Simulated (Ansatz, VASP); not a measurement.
**One calculation of InSe, two programs**

File INCAR:

```
SYSTEM = InSe
PREC = Accurate ; ENCUT = 520
EDIFF = 1E-6 ; ISMEAR = 0
SIGMA = 0.05 ; LREAL = .FALSE.
LASPH = .TRUE. ; NELM = 60
ALGO = Normal ; ISIF = 2
LWAVE = .FALSE. ; LCHARG = .FALSE.
LDIPOL = .TRUE. ; IDIPOL = 3
DIPOL = 0.5 0.5 0.406 ; GGA = PE
IVDW = 12 ; NBANDS = 48
```

KPOINTS

```
Automatic mesh
0
G
  9 9 1
  0 0 0
```

POSCAR

```
InSe
1.0
    4.0266104108      0.0000000000      0.0000000000
   -2.0133052054      3.4871469069      0.0000000000
    0.0000000000      0.0000000000     28.2707105452
Se In
4 4
Direct
    0.0000000000      0.0000000000      0.1591753413
    0.0000000000      0.0000000000      0.3496677332
    0.2222222222      0.4444444444      0.4614441951
    0.2222222222      0.4444444444      0.6519365870
    0.6666666667      0.3333333333      0.2049979888
    0.6666666667      0.3333333333      0.3038451603
    0.8888888889      0.7777777778      0.5072668426
    0.8888888889      0.7777777778      0.6061140141
```

Input for Ansatz:

```yaml
crystal:
  lattice:
    - [4.0266104108, 0.0, 0.0]
    - [-2.0133052054, 3.4871469069, 0.0]
    - [0.0, 0.0, 28.2707105452]
  atoms:
    - { symbol: Se, position: [0.0, 0.0, 0.1591753413] }
    - { symbol: In, position: [0.6666666667, 0.3333333333, 0.2049979888] }
    - { symbol: In, position: [0.6666666667, 0.3333333333, 0.3038451603] }
    - { symbol: Se, position: [0.0, 0.0, 0.3496677332] }
    - { symbol: Se, position: [0.2222222222, 0.4444444444, 0.4614441951] }
    - { symbol: In, position: [0.8888888889, 0.7777777778, 0.5072668426] }
    - { symbol: In, position: [0.8888888889, 0.7777777778, 0.6061140141] }
    - { symbol: Se, position: [0.2222222222, 0.4444444444, 0.651936587] }
basis:
  ecutwfc: 420
kpoints:
  mp_grid: { grid: [9, 9, 1] }
hamiltonian:
  xc: pbe
  pseudopotentials: { kind: paw, azcp: { folder: soft_1 } }
  dispersion: d3bj
scf:
  occupations: { method: gaussian, width: 0.05 }
output:
  forces: true
  eigenvalues: true
efield:
  axis: 3
  dipole_correction: true
  ramp_width: 0.04
```

Alike in both runs: task single point; functional PBE; dispersion D3(BJ); k mesh 9 × 9 × 1; occupations gaussian, width 0.05 eV; no spin polarisation.

|  | VASP | Ansatz |
| --- | --- | --- |
| version | VASP 6.6.1 | Ansatz 0.2.0 |
| potentials or method | VASP PAW PBE potentials, release 64 (Se, In_d), cutoff 520 eV | scalar-relativistic, plane waves, PAW |
| valence electrons in the cell | 76 | 116 |

Ansatz gave:

| Quantity | Value |
| --- | --- |
| gap on the k mesh at the Fermi level (eV) | 1.07 |
| least direct gap on the mesh (eV) | 1.13 |
| rms of the force components (eV/Å) | 0.028 |

Question: What did VASP give for the same quantities?

Answer: gap on the k mesh at the Fermi level (eV): 1.06; least direct gap on the mesh (eV): 1.12; rms of the force components (eV/Å): 0.027.

VASP's potentials hold 76 valence electrons a cell and Ansatz's 116, so a difference there can come from the potentials and not from the codes.
